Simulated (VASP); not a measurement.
# Li4TmGe (I-4) in VASP: single point with PBE

Aim: the single point of Li4TmGe with PBE.

Everything below comes from runs of VASP 6.6.1. Logs are shortened: lines on timing, memory, paths and dates and some standing lists are left out, and cuts for length are marked.

## Step 1: The cell of the first run

The typed cell holds 6 atoms: a = 5.504 Å, b = 5.504 Å, c = 5.504 Å, α = 126.35°, β = 126.35°, γ = 79.31°.

The cell was built from a structure type or drawn by symmetry, and may not be a known phase.

## Step 2: Single point, PBE

The input, INCAR:

```
  PREC = Accurate
  ENCUT = 750
  EDIFF = 1E-6
  ISMEAR = 0
  SIGMA = 0.2
  LREAL = False
  LASPH = True
  NELM = 200
  ALGO = Normal
  ISIF = 2
  LWAVE = False
  LCHARG = False
  GGA = PE
  NBANDS = 26
  GGA_COMPAT = False
  LMAXMIX = 6
```

The input, KPOINTS:

```
regular mesh
0
Gamma
  5 5 5
```

The input, POSCAR:

```
Li4TmGe
1.0
   -2.4836717304      2.4836717304      4.2377781707
    2.4836717304     -2.4836717304      4.2377781707
    2.4836717304      2.4836717304     -4.2377781707
Li Tm Ge
4 1 1
Direct
    0.4159946996      0.6432093759      0.7730339752
    0.3567906241      0.1298245993     -0.2272146763
    0.8701754007      0.6429607244      0.2269660248
    0.3570392756      0.5840053004      1.2272146763
    0.0000000000      0.0000000000      0.0000000000
    0.7500000000      0.2500000000      0.5000000000
```

Potentials or basis: VASP PAW PBE potentials, release 64 (Li_sv, Tm_3, Ge_d), 4f in core.

On the command line:

```sh
$ cat potpaw_PBE.64/Li_sv/POTCAR potpaw_PBE.64/Tm_3/POTCAR potpaw_PBE.64/Ge_d/POTCAR > POTCAR
$ mpirun -np 1 vasp_std > vasp.out
```

OUTCAR:

```text
PREC = Accurate
   ENCUT = 750
   EDIFF = 1E-6
   ISMEAR = 0
   LREAL = False
   LASPH = True
   NELM = 200
   ISIF = 2
   GGA = PE

 ion  position               nearest neighbor table
   1  0.416  0.643  0.773-   3 2.26   5 3.08   5 3.08
   2  0.357  0.130  0.773-   4 2.26   5 3.08   5 3.08
   3  0.870  0.643  0.227-   1 2.26   5 3.08   5 3.08
   4  0.357  0.584  0.227-   2 2.26   5 3.08   5 3.08
   5  0.000  0.000  0.000-   3 3.08   2 3.08   1 3.08   4 3.08   3 3.08   2 3.08   4 3.08   1 3.08
                             6 3.26   6 3.26   6 3.26   6 3.26
   6  0.750  0.250  0.500-   5 3.26   5 3.26   5 3.26   5 3.26

  LATTYP: Found a body centered tetragonal cell.
 ALAT       =     4.9673434608
 C/A-ratio  =     1.7062553472

  Lattice vectors:

 A1 = (  -2.4836717304,   2.4836717304,   4.2377781707)
 A2 = (   2.4836717304,  -2.4836717304,   4.2377781707)
 A3 = (   2.4836717304,   2.4836717304,  -4.2377781707)

Analysis of symmetry for initial positions (statically):
=====================================================================
 Subroutine PRICEL returns:
 Original cell was already a primitive cell.

 Routine SETGRP: Setting up the symmetry group for a
 body centered tetragonal supercell.

 Subroutine GETGRP returns: Found  4 space group operations
 (whereof  4 operations were pure point group operations)
 out of a pool of 16 trial point group operations.

The static configuration has the point symmetry S_4 .

Analysis of symmetry for dynamics (positions and initial velocities):
=====================================================================
 Subroutine PRICEL returns:
 Original cell was already a primitive cell.

 Routine SETGRP: Setting up the symmetry group for a
 body centered tetragonal supercell.

 Subroutine GETGRP returns: Found  4 space group operations
 (whereof  4 operations were pure point group operations)
 out of a pool of 16 trial point group operations.

The dynamic configuration has the point symmetry S_4 .

 Subroutine INISYM returns: Found  4 space group operations
 (whereof  4 operations are pure point group operations),
 and found     1 'primitive' translations

----------------------------------------------------------------------------------------

                                     Primitive cell

  volume of cell :     104.5651

  direct lattice vectors                    reciprocal lattice vectors
    -2.483671730  2.483671730  4.237778171     0.000000000  0.201314849  0.117986355
     2.483671730 -2.483671730  4.237778171     0.201314849  0.000000000  0.117986355
     2.483671730  2.483671730 -4.237778171     0.201314849  0.201314849  0.000000000

  length of vectors
     5.504181533  5.504181533  5.504181533     0.233341913  0.233341913  0.284702190

  position of ions in fractional coordinates (direct lattice)
     0.415994700  0.643209376  0.773033975
     0.356790624  0.129824599  0.772785324
     0.870175401  0.642960724  0.226966025
     0.357039276  0.584005300  0.227214676
     0.000000000  0.000000000  0.000000000
     0.750000000  0.250000000  0.500000000

  ion indices of the primitive-cell ions
   primitive index   ion index
                 1           1
                 2           2
                 3           3
                 4           4
                 5           5
                 6           6

----------------------------------------------------------------------------------------

 KPOINTS: regular mesh

Automatic generation of k-mesh.
 Grid dimensions read from file:
 generate k-points for:    5    5    5

 Generating k-lattice:

  Cartesian coordinates                     Fractional coordinates (reciprocal lattice)
     0.000000000  0.040262970  0.023597271     0.200000000  0.000000000  0.000000000
     0.040262970  0.000000000  0.023597271     0.000000000  0.200000000  0.000000000
     0.040262970  0.040262970  0.000000000     0.000000000  0.000000000  0.200000000

  Length of vectors
     0.046668383  0.046668383  0.056940438

  Shift w.r.t. Gamma in fractional coordinates (k-lattice)
     0.000000000  0.000000000  0.000000000

 Subroutine IBZKPT returns following result:
 ===========================================

 Found     21 irreducible k-points:

 Following reciprocal coordinates:
            Coordinates               Weight
  0.000000  0.000000  0.000000      1.000000
  0.200000  0.000000 -0.000000      8.000000
  0.400000  0.000000 -0.000000      8.000000
  0.200000  0.200000  0.000000      8.000000
  0.400000  0.200000  0.000000      8.000000
 -0.200000 -0.400000 -0.000000      8.000000
[... 13 lines left out ...]
 -0.400000  0.400000  0.400000      4.000000
 -0.400000 -0.400000  0.400000      2.000000
   k-points           NKPTS =     21   k-points in BZ     NKDIM =     21   number of bands    NBANDS=     26
   number of dos      NEDOS =    301   number of ions     NIONS =      6
   total plane-waves  NPLWV = 125000
   dimension x,y,z NGX =    50 NGY =   50 NGZ =   50
   dimension x,y,z NGXF=   100 NGYF=  100 NGZF=  100
   ions per type =               4   1   1
   NGX,Y,Z   is equivalent  to a cutoff of  15.10, 15.10, 15.10 a.u.
   NGXF,Y,Z  is equivalent  to a cutoff of  30.20, 30.20, 30.20 a.u.
 SYSTEM =  unknown system
   PREC   = accura    normal or accurate (medium, high low for compatibility)
   ISTART =      0    job   : 0-new  1-cont  2-samecut
   ICHARG =      2    charge: 1-file 2-atom 10-const
   ISPIN  =      1    spin polarized calculation?
   LNONCOLLINEAR =      F non collinear calculations
   LSORBIT =      F    spin-orbit coupling
   LASPH  =      T    aspherical Exc in radial PAW
   ENCUT  =  750.0 eV  55.12 Ry    7.42 a.u.  12.29 12.29 12.29*2*pi/ulx,y,z
   NELM   =    200;   NELMIN=  2; NELMDL= -5     # of ELM steps
   EDIFF  = 0.1E-05   stopping-criterion for ELM
   LREAL  =      F    real-space projection
   EDIFFG = 0.1E-04   stopping-criterion for IOM
   NSW    =      0    number of steps for IOM
   IBRION =     -1    ionic relax: 0-MD 1-quasi-New 2-CG
   NFREE  =      0    steps in history (QN), initial steepest desc. (CG)
   ISIF   =      2    stress and relaxation
   ISYM   =      2    0-nonsym 1-usesym 2-fastsym
   POTIM  = 0.5000    time-step for ionic-motion
   TEBEG  =    0.0;   TEEND  =   0.0 temperature during run
   PSTRESS=    0.0 pullay stress
   NELECT =      35.0000    total number of electrons
   NUPDOWN=      -1.0000    fix difference up-down
   EMIN   =  10.00;   EMAX   =-10.00  energy-range for DOS
   EFERMI =   0.00;   METHOD = LEGACY
   ISMEAR =     0;   SIGMA  =   0.20  broadening in eV -4-tet -1-fermi 0-gaus
   EFERMI_NEDOS =   21; number of points for ismear=-14 and -15
   IALGO  =     38    algorithm
   IMIX   =      4    mixing-type and parameters
     AMIX     =   0.40;   BMIX     =  1.00
     AMIX_MAG =   1.60;   BMIX_MAG =  1.00
  volume/ion in A,a.u.               =      17.43       117.61
  Fermi-wavevector in a.u.,A,eV,Ry     =   1.136672  2.147999 17.579056  1.292024
  Thomas-Fermi vector in A             =   2.273377
   LORBIT       =      0    0 simple, 1 ext, 2 COOP (PROOUT), +10 PAW based schemes
   GGA     = PE    functional components
   LHFCALC =     F    Hartree Fock is set to
   AEXX    =    0.0000 exact exchange contribution
   IVDW    =     0    specifies the selected vdW correction
   LEPSILON=     F    determine dielectric tensor
   LRPA    =     F    only Hartree local field effects (RPA)
 non-spin polarized calculation
 Gauss-broadening in eV      SIGMA  =   0.20
  energy-cutoff  :      750.00
  volume of cell :      104.57
 maximum number of plane-waves:      4894
 NGX is ok and might be reduce to    50
   NGX = 25   NGY = 25   NGZ = 25

 number of electron      35.0000006 magnetization

 Free energy of the ion-electron system (eV)
  ---------------------------------------------------
  ext. energy  EPLUGINS =         0.00000000
  ---------------------------------------------------
  free energy    TOTEN  =       -17.10893123 eV

  energy without entropy =      -17.05518786  energy(sigma->0) =      -17.08205954

 E-fermi :   3.1723     XC(G=0):  -9.1553

 val. band max:        3.1628173943   @ k =  -0.2000  -0.4000  -0.0000
 cond. band min:       3.1999601209   @ k =   0.4000   0.0000  -0.0000
 fundamental gap:      0.0371427266
 Fermi energy:         3.1722563285

 k-point     1 :       0.0000    0.0000    0.0000
  band No.  band energies     occupation
      1     -43.0164      2.00000
      2     -42.9743      2.00000
      3     -42.9206      2.00000
      4     -42.9206      2.00000
      5     -22.9929      2.00000
      6     -22.9929      2.00000
[... 18 lines left out ...]
     25       7.1186      0.00000
     26       7.1186      0.00000

 k-point     2 :       0.2000    0.0000   -0.0000
  band No.  band energies     occupation
      1     -43.0120      2.00000
      2     -42.9760      2.00000
      3     -42.9234      2.00000
      4     -42.9206      2.00000
      5     -22.9947      2.00000
      6     -22.9928      2.00000
[... 18 lines left out ...]
     25       7.3167      0.00000
     26       7.8451      0.00000

 k-point     3 :       0.4000    0.0000   -0.0000
  band No.  band energies     occupation
      1     -43.0029      2.00000
      2     -42.9806      2.00000
      3     -42.9280      2.00000
      4     -42.9207      2.00000
      5     -22.9976      2.00000
      6     -22.9928      2.00000
[... 18 lines left out ...]
     25       7.9668      0.00000
     26       8.0132      0.00000

 k-point     4 :       0.2000    0.2000    0.0000
  band No.  band energies     occupation
      1     -43.0064      2.00000
      2     -42.9786      2.00000
      3     -42.9277      2.00000
      4     -42.9194      2.00000
      5     -22.9948      2.00000
      6     -22.9945      2.00000
[... 18 lines left out ...]
     25       7.6916      0.00000
     26       8.4985      0.00000

 k-point     5 :       0.4000    0.2000    0.0000
  band No.  band energies     occupation
      1     -42.9974      2.00000
      2     -42.9822      2.00000
      3     -42.9339      2.00000
      4     -42.9188      2.00000
      5     -22.9975      2.00000
      6     -22.9945      2.00000
[... 18 lines left out ...]
     25       7.8328      0.00000
     26       8.3685      0.00000

 k-point     6 :      -0.2000   -0.4000   -0.0000
  band No.  band energies     occupation
      1     -42.9974      2.00000
      2     -42.9822      2.00000
      3     -42.9339      2.00000
      4     -42.9188      2.00000
      5     -22.9975      2.00000
      6     -22.9945      2.00000
[... 340 lines left out ...]
 k-point    18 :      -0.2000   -0.4000    0.2000
  band No.  band energies     occupation
      1     -43.0067      2.00000
      2     -42.9815      2.00000
      3     -42.9233      2.00000
      4     -42.9207      2.00000
      5     -22.9947      2.00000
      6     -22.9929      2.00000
[... 18 lines left out ...]
     25       8.0723      0.00000
     26       8.2851      0.00000

 k-point    19 :      -0.2000   -0.2000    0.2000
  band No.  band energies     occupation
      1     -43.0133      2.00000
      2     -42.9775      2.00000
      3     -42.9207      2.00000
      4     -42.9207      2.00000
      5     -22.9929      2.00000
      6     -22.9929      2.00000
[... 18 lines left out ...]
     25       7.8429      0.00000
     26       7.8429      0.00000

 k-point    20 :      -0.4000    0.4000    0.4000
  band No.  band energies     occupation
      1     -43.0016      2.00000
      2     -42.9866      2.00000
      3     -42.9233      2.00000
      4     -42.9207      2.00000
      5     -22.9948      2.00000
      6     -22.9930      2.00000
[... 18 lines left out ...]
     25       7.7684      0.00000
     26       8.2650      0.00000

 k-point    21 :      -0.4000   -0.4000    0.4000
  band No.  band energies     occupation
      1     -43.0065      2.00000
      2     -42.9843      2.00000
      3     -42.9207      2.00000
      4     -42.9207      2.00000
      5     -22.9930      2.00000
      6     -22.9930      2.00000
[... 18 lines left out ...]
     25       8.2243      0.00000
     26       8.6156      0.00000

------------------------ aborting loop because EDIFF is reached ----------------------------------------

  FORCE on cell =-STRESS in cart. coord.  units (eV):
  Direction    XX          YY          ZZ          XY          YZ          ZX
  --------------------------------------------------------------------------------------
  -------------------------------------------------------------------------------------
  Total        0.1474208      0.1474208      0.1233112      0.0000000      0.0000000      0.0000000
  in kB        2.2588262      2.2588262      1.8894111      0.0000003      0.0000000      0.0000000
  external PRESSURE =       2.1356878 kB  Pullay stress =       0.0000000 kB

 VOLUME and BASIS-vectors are now :
 -----------------------------------------------------------------------------
  energy-cutoff  :      750.00
  volume of cell :      104.57
      direct lattice vectors                 reciprocal lattice vectors
    -2.483671730  2.483671730  4.237778171     0.000000000  0.201314849  0.117986355
     2.483671730 -2.483671730  4.237778171     0.201314849  0.000000000  0.117986355
     2.483671730  2.483671730 -4.237778171     0.201314849  0.201314849  0.000000000

 POSITION                                       TOTAL-FORCE (eV/Angst)
 -----------------------------------------------------------------------------------
      2.48429      1.35564      1.21273        -0.000749      0.009616      0.002271
      1.35564      2.48305     -1.21273         0.009616      0.000749     -0.002271
     -0.00062      1.12804      5.45050         0.000749     -0.009616      0.002271
      1.12804      0.00062      3.02505        -0.009616     -0.000749     -0.002271
      0.00000      0.00000      0.00000        -0.000000     -0.000000      0.000000
      0.00000      2.48367      2.11889        -0.000000     -0.000000      0.000000
 -----------------------------------------------------------------------------------
    total drift:                                0.000001     -0.000001     -0.000000

  FREE ENERGIE OF THE ION-ELECTRON SYSTEM (eV)
  ---------------------------------------------------
  free  energy   TOTEN  =       -17.1089312254 eV

  energy  without entropy=      -17.0551878574  energy(sigma->0) =      -17.08205954
```

Run time: 79 s. Hardware: 1 thread of Intel Xeon 6975P-C (Granite Rapids), shared host; peak memory 0.41 GiB.

Results:

- Free energy: -17.1089 eV
- Pressure: 0.2 GPa
- Largest force: 0.010 eV/Å
- Band gap on the k mesh: zero (an odd number of electrons rules out a gap without spin polarisation)

Forces in eV/Å, atoms in the order of the input:
```
Li  -0.001  0.010  0.002
Li   0.010  0.001 -0.002
Li   0.001 -0.010  0.002
Li  -0.010 -0.001 -0.002
Tm   0.000  0.000  0.000
Ge   0.000  0.000  0.000
```

Levels at points of the mesh, in eV from the Fermi level:
```
           k point  band 14  band 15  band 16  band 17  band 18  band 19  band 20  band 21  band 22  band 23
(0.00, 0.00, 0.00)    -1.98    -1.98    -1.68    -1.56    -0.53     0.97     1.32     1.82     2.56     2.56
```

Caveat: spin-orbit coupling is left out, which moves the levels of the heavy elements; the 4f electrons are frozen in the core, so they carry no moment and show no levels. Spin polarisation is off, so any magnetic state and its effect on volume and gap are missing.
